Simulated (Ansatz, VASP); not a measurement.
## One calculation of HfO2, two programs

```
CELL_PARAMETERS angstrom
5.21946 0.00000 0.00000
0.00000 5.00476 0.00000
0.00000 0.00000 5.03269
ATOMIC_POSITIONS crystal
Hf 0.00330 0.25179 0.20819
Hf 0.49670 0.25179 0.70819
Hf 0.50330 0.74821 0.20819
Hf 0.99670 0.74821 0.70819
O 0.30771 0.05735 0.39591
O 0.19229 0.05735 0.89591
O 0.79432 0.44582 0.50890
O 0.70568 0.44582 0.00890
O 0.20568 0.55418 0.00890
O 0.29432 0.55418 0.50890
O 0.80771 0.94265 0.39591
O 0.69229 0.94265 0.89591
```

Change from the starting cell: polar distortion scaled by 0.10.

Alike in both runs: task single point; functional PBEsol; k mesh 6 × 6 × 6; no spin polarisation.

```csv
,VASP,Ansatz
version,VASP 6.6.1,Ansatz 0.2.0
potentials or method,"VASP PAW PBE potentials, release 64 (Hf_pv, O), cutoff 520 eV","scalar-relativistic, plane waves, PAW"
occupations,"gaussian, width 0.01 eV",fixed
valence electrons in the cell,88,152
```

|  | VASP | Ansatz | Ansatz less VASP |
| --- | --- | --- | --- |
| gap on the k mesh at the Fermi level (eV) | 3.90 | 3.94 | +0.039 |
| least direct gap on the mesh (eV) | 4.08 | 4.14 | +0.053 |
| pressure (GPa) | 3.5 | 7.0 | +3.49 |
| traceless stress, the component that is largest in VASP (GPa) | -8.27 | -8.06 | +0.216 |
| rms of the force components (eV/Å) | 0.160 | 0.164 | +0.0043 |

VASP's potentials were made for PBE, not for PBEsol, and Ansatz warns of the same on its side. Atom by atom the forces differ by 0.012 eV/Å (rms over components). VASP's potentials hold 88 valence electrons a cell and Ansatz's 152, so a difference there can come from the potentials and not from the codes.

Spin-orbit coupling is off throughout.
